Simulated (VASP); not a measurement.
Ti, 1 atom in the cell. It takes space group Im-3m (No. 229, cubic). Conventional cell: a = 3.238 Å, b = 3.238 Å, c = 3.238 Å, α = 90.00°, β = 90.00°, γ = 90.00°. Within 3.7 Å of Ti (site symmetry m-3m) lie 14 Ti at 2.80 to 3.24 Å.  This cell differs from its parent crystal: volume scaled by 0.96.

```yaml
Program: VASP 6.6.1
Task: electric field gradients
Functional: PBEsol
Potentials_or_basis: VASP PAW PBE potentials, release 64 (Ti_sv)
Cutoff: 520 eV
k_mesh: 14 × 14 × 14
Occupations: fermi-dirac, width 0.05 eV
Spin: no spin polarisation
Dipole_correction: no
Further_INCAR_settings: ALGO = Normal; EDIFF = 1e-08; NBANDS = 12
```

Potentials or basis: VASP PAW PBE potentials, release 64 (Ti_sv).

Run with:

```sh
$ cat potpaw_PBE.64/Ti_sv/POTCAR > POTCAR
$ mpirun -np 1 vasp_std > vasp.out
```

Hardware: 1 thread of Intel(R) Xeon(R) Platinum 8488C (Sapphire Rapids), on a shared host.

**Question.** Estimate the wall time of this run.

**Answer.** It took 12 s on 1 thread of Intel(R) Xeon(R) Platinum 8488C (Sapphire Rapids), with other jobs on the host, peak memory 0.14 GiB. Counts: scf iterations 16, k points 104.
